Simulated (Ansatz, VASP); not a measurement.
# One calculation of PbS, two programs

Contents of INCAR:

```
ALGO = Normal ; EDIFF = 1E-6
ENCUT = 520 ; GGA = PS
ISIF = 2 ; ISMEAR = 0
LASPH = True ; LCHARG = False
LREAL = False ; LWAVE = False
NBANDS = 50 ; NELM = 60
PREC = Accurate ; SIGMA = 0.01
```

The input KPOINTS:

```
k-points
0
Gamma
  6 4 4
```

File POSCAR:

```
PbS
1.0
    4.0699300000      0.0000000000      0.0000000000
    0.0000000000      5.6898200000      5.5736000000
    0.0000000000     -5.6898200000      5.5736000000
Pb S
4 4
Direct
    0.0000000000      0.6631100000      0.3391500000
    0.0000000000      0.3391500000      0.6631100000
    0.5000000000      0.1373900000      0.1373900000
    0.0000000000      0.8237300000      0.8237300000
    0.5000000000      0.7748200000      0.1178500000
    0.5000000000      0.1178500000      0.7748200000
    0.0000000000      0.3109000000      0.3109000000
    0.5000000000      0.6372500000      0.6372500000
```

Input for Ansatz:

```yaml
crystal:
  lattice:
    - [4.06993, 0.0, 0.0]
    - [0.0, 5.68982, 5.5736]
    - [0.0, -5.68982, 5.5736]
  atoms:
    - { symbol: Pb, position: [0.0, 0.66311, 0.33915] }
    - { symbol: Pb, position: [0.0, 0.33915, 0.66311] }
    - { symbol: Pb, position: [0.5, 0.13739, 0.13739] }
    - { symbol: Pb, position: [0.0, 0.82373, 0.82373] }
    - { symbol: S, position: [0.5, 0.77482, 0.11785] }
    - { symbol: S, position: [0.5, 0.11785, 0.77482] }
    - { symbol: S, position: [0.0, 0.3109, 0.3109] }
    - { symbol: S, position: [0.5, 0.63725, 0.63725] }
basis:
  ecutwfc: 420.0
kpoints:
  mp_grid:
    grid: [6, 4, 4]
hamiltonian:
  xc: pbesol
scf:
  occupations:
    method: fixed
output:
  eigenvalues: true
```

Alike in both runs: task single point; functional PBEsol; k mesh 6 × 4 × 4; no spin polarisation.

|  | VASP | Ansatz |
| --- | --- | --- |
| version | VASP 6.6.1 | Ansatz 0.2.0 |
| potentials or method | VASP PAW PBE potentials, release 64 (Pb_d, S), cutoff 520 eV | plane waves, PAW |
| occupations | gaussian, width 0.01 eV | fixed |
| valence electrons in the cell | 80 | 80 |

```tsv
	VASP	Ansatz	Ansatz less VASP
gap on the k mesh at the Fermi level (eV)	0.46	0.46	-0.002
```

VASP's potentials were made for PBE, not for PBEsol.

Neither program's run includes spin-orbit coupling.
